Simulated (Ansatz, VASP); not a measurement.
Two plane-wave programs on BaCa3O4

```xyz
8
Lattice="5.1082 0.0000 0.0000 0.0000 5.1082 0.0000 0.0000 0.0000 5.1082" Properties=species:S:1:pos:R:3 pbc="T T T"
Ba    2.5541    2.5541    2.5541
Ca    2.5541    0.0000    0.0000
Ca    0.0000    2.5541    0.0000
Ca    0.0000    0.0000    2.5541
O     0.0000    2.5541    2.5541
O     2.5541    0.0000    2.5541
O     2.5541    2.5541    0.0000
O     0.0000    0.0000    0.0000
```

Alike in both runs: task single point; functional PBE; k mesh 5 × 5 × 5; occupations fermi-dirac, width 0.05 eV; no spin polarisation.

|  | VASP | Ansatz |
| --- | --- | --- |
| version | VASP 6.6.1 | Ansatz 0.2.0 |
| potentials or method | VASP PAW PBE potentials, release 64 (Ba_sv, Ca_sv, O) | Ansatz PAW |
| plane-wave cutoff (eV) | 520 | 420 |
| valence electrons in the cell | 64 | 64 |

```tsv
	VASP	Ansatz	Ansatz less VASP
gap on the k mesh at the Fermi level (eV)	2.34	2.42	+0.071
least direct gap on the mesh (eV)	2.34	2.42	+0.071
pressure (GPa)	-0.1	-1.4	-1.30
```

The functional is the same, so the differences come from potentials, cutoffs and numerics.

Spin-orbit coupling is off throughout. Noted on Ansatz's run: odd divisions of the mesh miss points on the zone boundary, where band edges often lie, so the gap on the mesh can be too wide.
